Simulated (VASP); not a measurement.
Pb:

```xyz
2
Lattice="3.4716 0.0000 0.0000 -1.7358 3.0065 0.0000 0.0000 0.0000 5.9974" Properties=species:S:1:pos:R:3 pbc="T T T"
Pb    0.0000    2.0043    1.4993
Pb    1.7358    1.0022    4.4980
```

Base run:

```yaml
Program: VASP 6.6.1
Functional: PBE
Potentials_or_basis: VASP PAW PBE potentials, release 64 (Pb_d)
Cutoff: 520 eV
k_mesh: 6 × 6 × 4
Occupations: gaussian, width 0.1 eV
Spin: no spin polarisation
```

Its results: band gap on the k mesh zero (band 14 reaches 12.95 eV, above the bottom of band 15 at 5.25 eV); pressure 1.3 GPa.

**Question.** After a change of settings the same cell gave: band gap on the k mesh zero (band 14 reaches 12.92 eV, above the bottom of band 15 at 6.14 eV); pressure -1.6 GPa. Which change was it?
A. cutoff from 520 eV to 500 eV; k mesh from 6 × 6 × 4 to 6 × 2 × 1; further incar settings from ALGO = Normal; EDIFF = 1e-06; NBANDS = 21 to ALGO = Normal; EDIFF = 1e-06; NBANDS = 21; ISYM = 0
B. occupations from gaussian, width 0.1 eV to methfessel-paxton, width 0.272114 eV; further incar settings from ALGO = Normal; EDIFF = 1e-06; NBANDS = 21 to ALGO = Normal; EDIFF = 1e-07; NBANDS = 21
C. cutoff from 520 eV to 500 eV; k mesh from 6 × 6 × 4 to 3 × 3 × 1
D. k mesh from 6 × 6 × 4 to 2 × 3 × 1; further incar settings from ALGO = Normal; EDIFF = 1e-06; NBANDS = 21 to ALGO = Fast; EDIFF = 1e-06; NBANDS = 21; ISYM = 0

**Answer.** C.

Caveats: some runs use coarse meshes; spin-orbit coupling is left out, which moves the levels of the heavy elements.
